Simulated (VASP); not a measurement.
# CdS (P3m1) in VASP: a series of runs

Aim: see how the results for CdS move with the level of theory and the settings. Levels: r2SCAN, HF. Tasks: single point.

Everything below comes from runs of VASP 6.6.1. Logs are shortened: lines on timing, memory, paths and dates and some standing lists are left out, and cuts for length are marked.

### 1 The cell of the first run

It takes space group P3m1 (No. 156, trigonal). The conventional cell has a = 4.261 Å, b = 4.261 Å, c = 5.804 Å, α = 90.00°, β = 90.00°, γ = 120.00°. Cd (site symmetry 3m) has 3 S at 2.46 Å within 3.2 Å. Within 3.2 Å of S (site symmetry 3m) lie 3 Cd at 2.46 Å.

### 2 Single point, r2SCAN, non-collinear spin, zero start, spin-orbit coupling

The input, POSCAR:

```
CdS
1.0
    4.2611695877      0.0000000000      0.0000000000
   -2.1305847939      3.6902811128      0.0000000000
    0.0000000000      0.0000000000      5.8041729400
Cd S
1 1
Direct
    0.0000000000      0.0000000000      0.4426919200
    0.6666666667      0.3333333333      0.4343080800
```

The input, INCAR.step1:

```
ALGO = Normal
EDIFF = 1E-4
ENCUT = 520
GGA = PE
GGA_COMPAT = F
ISMEAR = -1
LASPH = T
LCHARG = F
LNONCOLLINEAR = T
LREAL = F
LSORBIT = T
LWAVE = T
MAGMOM = 0 0 0 0 0 0
NBANDS = 30
NELM = 150
PREC = Accurate
SIGMA = 0.05
```

The input, INCAR.step2:

```
ALGO = Normal
EDIFF = 1E-7
ENCUT = 520
GGA_COMPAT = F
ISIF = 2
ISMEAR = -1
ISTART = 1
LASPH = T
LCHARG = T
LMIXTAU = T
LNONCOLLINEAR = T
LORBIT = 11
LORBMOM = T
LREAL = F
LSORBIT = T
LVHAR = T
LWAVE = F
MAGMOM = 0 0 0 0 0 0
METAGGA = R2SCAN
NBANDS = 30
NELM = 150
PREC = Accurate
SIGMA = 0.05
```

The input, KPOINTS:

```
k-points
0
Gamma
  5 5 4
```

Potentials or basis: VASP PAW PBE potentials, release 64 (Cd, S).

On the command line:

```bash
$ cat potpaw_PBE.64/Cd/POTCAR potpaw_PBE.64/S/POTCAR > POTCAR
$ cp INCAR.step1 INCAR
$ mpirun -np 1 vasp_ncl > vasp.out
$ cp INCAR.step2 INCAR
$ mpirun -np 1 vasp_ncl > vasp.out
```

OUTCAR:

```text
EDIFF = 1E-7
   ENCUT = 520
   ISIF = 2
   ISMEAR = -1
   ISTART = 1
   LASPH = T
   LNONCOLLINEAR = T
   LORBIT = 11
   LREAL = F
   LSORBIT = T
   METAGGA = R2SCAN
   NELM = 150
   PREC = Accurate

 ion  position               nearest neighbor table
   1  0.000  0.000  0.443-   2 2.46   2 2.46   2 2.46
   2  0.667  0.333  0.434-   1 2.46   1 2.46   1 2.46

  LATTYP: Found a hexagonal cell.
 ALAT       =     4.2611695877
 C/A-ratio  =     1.3621079426

  Lattice vectors:

 A1 = (   4.2611695877,   0.0000000000,   0.0000000000)
 A2 = (  -2.1305847939,   3.6902811128,   0.0000000000)
 A3 = (   0.0000000000,   0.0000000000,   5.8041729400)

Analysis of symmetry for initial positions (statically):
=====================================================================
 Subroutine PRICEL returns:
 Original cell was already a primitive cell.

 Routine SETGRP: Setting up the symmetry group for a
 hexagonal supercell.

 Subroutine GETGRP returns: Found  6 space group operations
 (whereof  6 operations were pure point group operations)
 out of a pool of 24 trial point group operations.

The static configuration has the point symmetry C_3v.

Analysis of symmetry for dynamics (positions and initial velocities):
=====================================================================
 Subroutine PRICEL returns:
 Original cell was already a primitive cell.

 Routine SETGRP: Setting up the symmetry group for a
 hexagonal supercell.

 Subroutine GETGRP returns: Found  6 space group operations
 (whereof  6 operations were pure point group operations)
 out of a pool of 24 trial point group operations.

The dynamic configuration has the point symmetry C_3v.

Analysis of structural, dynamic, and magnetic symmetry:
=====================================================================
 Subroutine PRICEL returns:
 Original cell was already a primitive cell.

 Routine SETGRP: Setting up the symmetry group for a
 hexagonal supercell.

 Subroutine GETGRP returns: Found  6 space group operations
 (whereof  6 operations were pure point group operations)
 out of a pool of 24 trial point group operations.

The overall configuration has the point symmetry C_3v.

 Subroutine INISYM returns: Found  6 space group operations
 (whereof  6 operations are pure point group operations),
 and found     1 'primitive' translations

----------------------------------------------------------------------------------------

                                     Primitive cell

  volume of cell :      91.2701

  direct lattice vectors                    reciprocal lattice vectors
     4.261169588  0.000000000  0.000000000     0.234677353  0.135491033  0.000000000
    -2.130584794  3.690281113  0.000000000     0.000000000  0.270982066  0.000000000
     0.000000000  0.000000000  5.804172940     0.000000000  0.000000000  0.172289835

  length of vectors
     4.261169588  4.261169588  5.804172940     0.270982066  0.270982066  0.172289835

  position of ions in fractional coordinates (direct lattice)
     0.000000000  0.000000000  0.442691920
     0.666666667  0.333333333  0.434308080

  ion indices of the primitive-cell ions
   primitive index   ion index
                 1           1
                 2           2

----------------------------------------------------------------------------------------

 KPOINTS: k-points

Automatic generation of k-mesh.
 Grid dimensions read from file:
 generate k-points for:    5    5    4

 Generating k-lattice:

  Cartesian coordinates                     Fractional coordinates (reciprocal lattice)
     0.046935471  0.027098207  0.000000000     0.200000000 -0.000000000  0.000000000
     0.000000000  0.054196413  0.000000000     0.000000000  0.200000000  0.000000000
     0.000000000  0.000000000  0.043072459     0.000000000  0.000000000  0.250000000

  Length of vectors
     0.054196413  0.054196413  0.043072459

  Shift w.r.t. Gamma in fractional coordinates (k-lattice)
     0.000000000  0.000000000  0.000000000

 Subroutine IBZKPT returns following result:
 ===========================================

 Found     28 irreducible k-points:

 Following reciprocal coordinates:
            Coordinates               Weight
  0.000000  0.000000  0.000000      1.000000
[... 44 lines left out ...]
   EDIFFG = 0.1E-05   stopping-criterion for IOM
   NSW    =      0    number of steps for IOM
   IBRION =     -1    ionic relax: 0-MD 1-quasi-New 2-CG
   NFREE  =      0    steps in history (QN), initial steepest desc. (CG)
   ISIF   =      2    stress and relaxation
   ISYM   =      2    0-nonsym 1-usesym 2-fastsym
   POTIM  = 0.5000    time-step for ionic-motion
   TEBEG  =    0.0;   TEEND  =   0.0 temperature during run
   PSTRESS=    0.0 pullay stress
   NELECT =      18.0000    total number of electrons
   NUPDOWN=      -1.0000    fix difference up-down
   EMIN   =  10.00;   EMAX   =-10.00  energy-range for DOS
   EFERMI =   0.00;   METHOD = LEGACY
   ISMEAR =    -1;   SIGMA  =   0.05  broadening in eV -4-tet -1-fermi 0-gaus
   EFERMI_NEDOS =   21; number of points for ismear=-14 and -15
   IALGO  =     38    algorithm
   IMIX   =      4    mixing-type and parameters
     AMIX     =   0.40;   BMIX     =  1.00
     AMIX_MAG =   1.60;   BMIX_MAG =  1.00
  volume/ion in A,a.u.               =      45.64       307.96
  Fermi-wavevector in a.u.,A,eV,Ry     =   0.952919  1.800756 12.354841  0.908055
  Thomas-Fermi vector in A             =   2.081527
   LORBIT       =     11    0 simple, 1 ext, 2 COOP (PROOUT), +10 PAW based schemes
   METAGGA = R2SCAN    functional components
   LHFCALC =     F    Hartree Fock is set to
   AEXX    =    0.0000 exact exchange contribution
   IVDW    =     0    specifies the selected vdW correction
   LEPSILON=     F    determine dielectric tensor
   LRPA    =     F    only Hartree local field effects (RPA)
  energy-cutoff  :      520.00
  volume of cell :       91.27
 maximum number of plane-waves:      4952
   NGX = 15   NGY = 15   NGZ = 21

 number of electron      18.0000002 magnetization       0.0000000     -0.0000000     -0.0000000

 number of electron      18.0000002 magnetization       0.0000000      0.0000000      0.0000000

 number of electron      18.0000002 magnetization       0.0000000      0.0000000     -0.0000000

 Free energy of the ion-electron system (eV)
  ---------------------------------------------------
  ext. energy  EPLUGINS =         0.00000000
  ---------------------------------------------------
  free energy    TOTEN  =       -29.04734598 eV

  energy without entropy =      -29.04734598  energy(sigma->0) =      -29.04734598

 E-fermi :  -1.3417     XC(G=0):  -6.4639

 val. band max:       -2.3324214249   @ k =   0.0000   0.0000   0.5000
 cond. band min:      -0.4372062277   @ k =   0.0000   0.0000   0.0000
 fundamental gap:      1.8952151973
 Fermi energy:        -1.3417420355

 k-point     1 :       0.0000    0.0000    0.0000
  band No.  band energies     occupation
      1     -14.4549      1.00000
      2     -14.4549      1.00000
      3     -10.5481      1.00000
      4     -10.5481      1.00000
      5     -10.0676      1.00000
      6     -10.0676      1.00000
[... 781 lines left out ...]
     29       7.8140      0.00000
     30       7.8159      0.00000

 [... further k-points ...]

------------------------ aborting loop because EDIFF is reached ----------------------------------------

  FORCE on cell =-STRESS in cart. coord.  units (eV):
  Direction    XX          YY          ZZ          XY          YZ          ZX
  --------------------------------------------------------------------------------------
  -------------------------------------------------------------------------------------
  Total       -0.5681446     -0.5681446     -0.0517446      0.0000000      0.0000000     -0.0000000
  in kB       -9.9733455     -9.9733455     -0.9083368      0.0000000      0.0000000     -0.0000000
  external PRESSURE =      -6.9516760 kB  Pullay stress =       0.0000000 kB

 VOLUME and BASIS-vectors are now :
 -----------------------------------------------------------------------------
  energy-cutoff  :      520.00
  volume of cell :       91.27
      direct lattice vectors                 reciprocal lattice vectors
     4.261169588  0.000000000  0.000000000     0.234677353  0.135491033  0.000000000
    -2.130584794  3.690281113  0.000000000     0.000000000  0.270982066  0.000000000
     0.000000000  0.000000000  5.804172940     0.000000000  0.000000000  0.172289835

 POSITION                                       TOTAL-FORCE (eV/Angst)
 -----------------------------------------------------------------------------------
      0.00000      0.00000      2.56946        -0.000000      0.000000     -0.012681
      2.13058      1.23009      2.52080         0.000000     -0.000000      0.012681
 -----------------------------------------------------------------------------------
    total drift:                                0.000000     -0.000000      0.000069

  FREE ENERGIE OF THE ION-ELECTRON SYSTEM (eV)
  ---------------------------------------------------
  free  energy   TOTEN  =       -29.0473459847 eV

  energy  without entropy=      -29.0473459840  energy(sigma->0) =      -29.04734598

 orbital moment (x)

 # of ion     p       d       tot
 ----------------------------------------
  1         0.000  -0.000  -0.000
  2        -0.000   0.000  -0.000
 ----------------------------------------
           -0.000  -0.000  -0.000

 orbital moment (y)

 # of ion     p       d       tot
 ----------------------------------------
  1         0.000  -0.000  -0.000
  2        -0.000   0.000  -0.000
 ----------------------------------------
            0.000  -0.000  -0.000

 orbital moment (z)

 # of ion     p       d       tot
 ----------------------------------------
  1         0.000   0.000   0.000
  2         0.000   0.000   0.000
 ----------------------------------------
            0.000   0.000   0.000

 Spin-Orbit-Coupling matrix elements

 Ion:    1  E_soc:     -0.0540285
 l=   1
     0.0000000    -0.0019714    -0.0026383
    -0.0019714     0.0000000    -0.0019714
    -0.0026383    -0.0019714     0.0000000
 l=   2
     0.0000000    -0.0013543     0.0000000    -0.0013543    -0.0055618
    -0.0013543     0.0000000    -0.0040657    -0.0013225    -0.0013543
     0.0000000    -0.0040657     0.0000000    -0.0040657     0.0000000
    -0.0013543    -0.0013225    -0.0040657     0.0000000    -0.0013543
    -0.0055618    -0.0013543     0.0000000    -0.0013543     0.0000000
 l=   3
     0.0000000     0.0000000     0.0000000     0.0000000     0.0000000     0.0000000     0.0000000
     0.0000000     0.0000000     0.0000000     0.0000000     0.0000000     0.0000000     0.0000000
     0.0000000     0.0000000     0.0000000     0.0000000     0.0000000     0.0000000     0.0000000
     0.0000000     0.0000000     0.0000000     0.0000000     0.0000000     0.0000000     0.0000000
     0.0000000     0.0000000     0.0000000     0.0000000     0.0000000     0.0000000     0.0000000
     0.0000000     0.0000000     0.0000000     0.0000000     0.0000000     0.0000000     0.0000000
     0.0000000     0.0000000     0.0000000     0.0000000     0.0000000     0.0000000     0.0000000

 Ion:    2  E_soc:     -0.0019940
 l=   1
     0.0000000    -0.0003443    -0.0003084
    -0.0003443     0.0000000    -0.0003443
    -0.0003084    -0.0003443     0.0000000
 l=   2
     0.0000000     0.0000000     0.0000000     0.0000000     0.0000000
     0.0000000     0.0000000     0.0000000     0.0000000     0.0000000
     0.0000000     0.0000000     0.0000000     0.0000000     0.0000000
     0.0000000     0.0000000     0.0000000     0.0000000     0.0000000
     0.0000000     0.0000000     0.0000000     0.0000000     0.0000000
 l=   3
     0.0000000     0.0000000     0.0000000     0.0000000     0.0000000     0.0000000     0.0000000
     0.0000000     0.0000000     0.0000000     0.0000000     0.0000000     0.0000000     0.0000000
     0.0000000     0.0000000     0.0000000     0.0000000     0.0000000     0.0000000     0.0000000
     0.0000000     0.0000000     0.0000000     0.0000000     0.0000000     0.0000000     0.0000000
     0.0000000     0.0000000     0.0000000     0.0000000     0.0000000     0.0000000     0.0000000
     0.0000000     0.0000000     0.0000000     0.0000000     0.0000000     0.0000000     0.0000000
     0.0000000     0.0000000     0.0000000     0.0000000     0.0000000     0.0000000     0.0000000

 total charge

# of ion       s       p       d       tot
------------------------------------------
    1        0.430   0.291   9.570  10.291
    2        1.303   2.421   0.000   3.724
--------------------------------------------------
tot          1.733   2.712   9.570  14.015

 magnetization (x)

# of ion       s       p       d       tot
------------------------------------------
    1        0.000  -0.000   0.000  -0.000
    2        0.000   0.000   0.000   0.000
--------------------------------------------------
tot          0.000  -0.000   0.000  -0.000

 magnetization (y)

# of ion       s       p       d       tot
------------------------------------------
    1       -0.000   0.000   0.000  -0.000
    2        0.000  -0.000   0.000  -0.000
--------------------------------------------------
tot         -0.000  -0.000   0.000  -0.000

 magnetization (z)

# of ion       s       p       d       tot
------------------------------------------
    1        0.000   0.000   0.000   0.000
    2        0.000   0.000   0.000   0.000
--------------------------------------------------
tot          0.000   0.000   0.000   0.000
```

Wall time 10 min (1 thread of Intel Xeon Platinum 8488C (Sapphire Rapids), shared host); peak memory 0.53 GiB.

Results:

| Item | Value |
| --- | --- |
| Free energy | -29.0473 eV |
| Pressure | -0.7 GPa |
| Largest force | 0.013 eV/Å |
| Net moment | 0.00 μB per cell |
| Valence electrons inside the program's atomic spheres | Cd 10.29; S 3.72 |

Forces on the atoms (eV/Å):
```
Cd   0.000  0.000 -0.013
S    0.000  0.000  0.013
```

Moments on the atoms (μB; x, y, z):
```
Cd  0.00 0.00 0.00
S   0.00 0.00 0.00
```

Caveat: the PAW data sets were made with another functional, which shifts forces and pressure a little.

### 3 Single point, HF

POSCAR is that of step 2.

The input, INCAR.step1:

```
SYSTEM = CdS
PREC     = Accurate       ! precision mode
ENCUT    = 520            ! plane-wave cutoff, eV
EDIFF    = 1E-5           ! SCF threshold, eV
ISMEAR   = -1             ! smearing method
SIGMA    = 0.05           ! smearing width, eV
LREAL    = .FALSE.        ! projectors in reciprocal space
LASPH    = .TRUE.         ! aspherical terms in the spheres
NELM     = 80             ! most SCF steps
ALGO     = Normal         ! electronic algorithm
ISIF     = 2              ! what is computed and relaxed
LWAVE    = .TRUE.         ! write WAVECAR
LCHARG   = .FALSE.        ! write CHGCAR
NBANDS   = 16             ! bands
GGA      = PE             ! functional
```

The input, INCAR.step2:

```
SYSTEM = CdS
PREC     = Accurate       ! precision mode
ENCUT    = 520            ! plane-wave cutoff, eV
EDIFF    = 1E-6           ! SCF threshold, eV
ISMEAR   = -1             ! smearing method
SIGMA    = 0.05           ! smearing width, eV
LREAL    = .FALSE.        ! projectors in reciprocal space
LASPH    = .TRUE.         ! aspherical terms in the spheres
NELM     = 80             ! most SCF steps
ALGO     = Normal         ! electronic algorithm
ISIF     = 2              ! what is computed and relaxed
LWAVE    = .FALSE.        ! write WAVECAR
LCHARG   = .FALSE.        ! write CHGCAR
GGA      = PE             ! functional
LHFCALC  = .TRUE.         ! exact exchange
AEXX     = 1.0            ! exact-exchange fraction
ALDAC    = 0.0          
AGGAC    = 0.0          
PRECFOCK = Normal       
NBANDS   = 16             ! bands
ISTART   = 1
```

The input, KPOINTS:

```
regular mesh
0
G
  4 4 3
  0 0 0
```

Potentials or basis: VASP PAW PBE potentials, release 64 (Cd, S).

On the command line:

```bash
$ cat potpaw_PBE.64/Cd/POTCAR potpaw_PBE.64/S/POTCAR > POTCAR
$ cp INCAR.step1 INCAR
$ mpirun -np 1 vasp_std > vasp.out
$ cp INCAR.step2 INCAR
$ mpirun -np 1 vasp_std > vasp.out
```

Wall time 5.7 min (1 thread of Intel Xeon Platinum 8488C (Sapphire Rapids), shared host); peak memory 0.23 GiB.

It converged, with:

```yaml
Free_energy: -12.4564 eV
Pressure: 1.3 GPa
Largest_force: 0.011 eV/Å
Band_gap_on_the_k_mesh: 8.43 eV (least direct gap 8.43 eV)
```

Forces on the atoms (eV/Å):
```
Cd   0.000  0.000 -0.011
S    0.000  0.000  0.011
```

Stress tensor (GPa, compression positive):
```
 1.99  0.00  0.00
 0.00  1.99  0.00
 0.00  0.00 -0.05
```

Levels at points of the mesh, in eV from the valence-band top:
```csv
k point,band 5,band 6,band 7,band 8,band 9,band 10,band 11,band 12,band 13,band 14
"(0.00, 0.00, 0.00)",-11.59,-11.23,-1.66,-0.01,-0.01,8.43,11.88,14.49,14.76,14.76
"(0.50, 0.00, 0.00)",-11.61,-10.90,-4.33,-1.56,-0.58,10.96,12.18,12.79,13.58,17.17
```

Caveat: the k points lie up to 0.43 Å⁻¹ apart; the PAW data sets were made with another functional, which shifts forces and pressure a little.
